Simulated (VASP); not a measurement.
A run of VASP 6.6.1 is set up as follows.

Contents of INCAR:

```
  PREC = Accurate
  ENCUT = 520
  EDIFF = 1E-6
  ISMEAR = 0
  SIGMA = 0.1
  LREAL = F
  LASPH = T
  NELM = 60
  ALGO = Normal
  ISIF = 2
  LWAVE = F
  LCHARG = F
  GGA = PE
  NBANDS = 20
```

File KPOINTS:

```
regular mesh
0
Gamma
  6 6 4
```

The input POSCAR:

```
RbH2
1.0
    2.4769580000     -2.4901413200      0.0000000000
    2.4769580000      2.4901413200      0.0000000000
    0.0000000000      0.0000000000      5.3000437600
Rb H
2 4
Direct
    0.0000000000      0.5000000000      0.0000000000
    0.5000000000      0.0000000000      0.5000000000
    0.7845240200      0.7845240200      0.7500000000
    0.2154759800      0.2154759800      0.7500000000
    0.2154759800      0.2154759800      0.2500000000
    0.7845240200      0.7845240200      0.2500000000
```

Potentials or basis: VASP PAW PBE potentials, release 64 (Rb_sv, H).

Run with:

```bash
$ cat potpaw_PBE.64/Rb_sv/POTCAR potpaw_PBE.64/H/POTCAR > POTCAR
$ mpirun -np 1 vasp_std > vasp.out
```

Problem. What does it give for the band gap on the k mesh?

Solution. Zero (bands 11 and 12 overlap by 2.41 eV).

Problem. Estimate the pressure.

Solution. 45.0 GPa.

Stress tensor (GPa, compression positive):
```
 5.49  0.00  0.00
 0.00 61.19  0.00
 0.00  0.00 68.35
```

Caveat: the cell stands under pressure.
